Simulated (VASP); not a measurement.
Wanted: the native input for a VASP 6.6.1 run.

- Task: single point
- Functional: r2SCAN
- Potentials or basis: VASP PAW PBE potentials, release 64 (Zn, F)
- Cutoff: 660 eV
- k mesh: 4 × 4 × 6
- Occupations: gaussian, width 0.01 eV
- Spin: no spin polarisation
- Dipole correction: no
- Further INCAR settings: ALGO = Normal; EDIFF = 1e-06; NBANDS = 35

The system is ZnF2.

```
Zn F
1.0
     4.60735    0.00000    0.00000
     0.00000    4.60735    0.00000
     0.00000    0.00000    3.06296
Zn F
2 4
Direct
  0.00000 0.00000 0.00000
  0.50000 0.50000 0.50000
  0.30319 0.30319 0.00000
  0.19681 0.80319 0.50000
  0.69681 0.69681 0.00000
  0.80319 0.19681 0.50000
```

These files were run (other wordings do the same):

POSCAR

```
ZnF2
1.0
    4.6073483283      0.0000000000      0.0000000000
    0.0000000000      4.6073483283      0.0000000000
    0.0000000000      0.0000000000      3.0629583362
Zn F
2 4
Direct
    0.0000000000      0.0000000000      0.0000000000
    0.5000000000      0.5000000000      0.5000000000
    0.3031905513      0.3031905513      0.0000000000
    0.1968094487      0.8031905513      0.5000000000
    0.6968094487      0.6968094487      0.0000000000
    0.8031905513      0.1968094487      0.5000000000
```

INCAR.step1

```
SYSTEM = ZnF2
PREC = Accurate
ENCUT = 660
ISMEAR = 0
SIGMA = 0.01
LREAL = .FALSE.
LASPH = .TRUE.
NELM = 120
NBANDS = 35
GGA = PE
ALGO = Normal
EDIFF = 1E-5
LWAVE = .TRUE.
LCHARG = .FALSE.
GGA_COMPAT = .FALSE.
```

INCAR.step2

```
SYSTEM = ZnF2
PREC = Accurate
ENCUT = 660
EDIFF = 1E-6
ISMEAR = 0
SIGMA = 0.01
LREAL = .FALSE.
LASPH = .TRUE.
NELM = 120
ALGO = Normal
ISIF = 2
LWAVE = .FALSE.
LCHARG = .TRUE.
METAGGA = R2SCAN
LMIXTAU = .TRUE.
LELF = .TRUE.
LVHAR = .TRUE.
NBANDS = 35
ISTART = 1
GGA_COMPAT = .FALSE.
```

KPOINTS

```
Automatic mesh
0
G
  4 4 6
  0 0 0
```

Potentials or basis: VASP PAW PBE potentials, release 64 (Zn, F).

Command:

```bash
$ cat potpaw_PBE.64/Zn/POTCAR potpaw_PBE.64/F/POTCAR > POTCAR
$ cp INCAR.step1 INCAR
$ mpirun -np 1 vasp_std > vasp.out
$ cp INCAR.step2 INCAR
$ mpirun -np 1 vasp_std > vasp.out
```

It gave:

```
Pressure               : 9.4 GPa
Largest force          : 0.125 eV/Å
Band gap on the k mesh : 4.33 eV
```

Caveat: the cell stands under pressure; the PAW data sets were made with another functional, which shifts forces and pressure a little.

It took 3.9 min on 1 thread of AMD EPYC 9R14 (Zen 4) (shared host), peak memory 0.21 GiB.
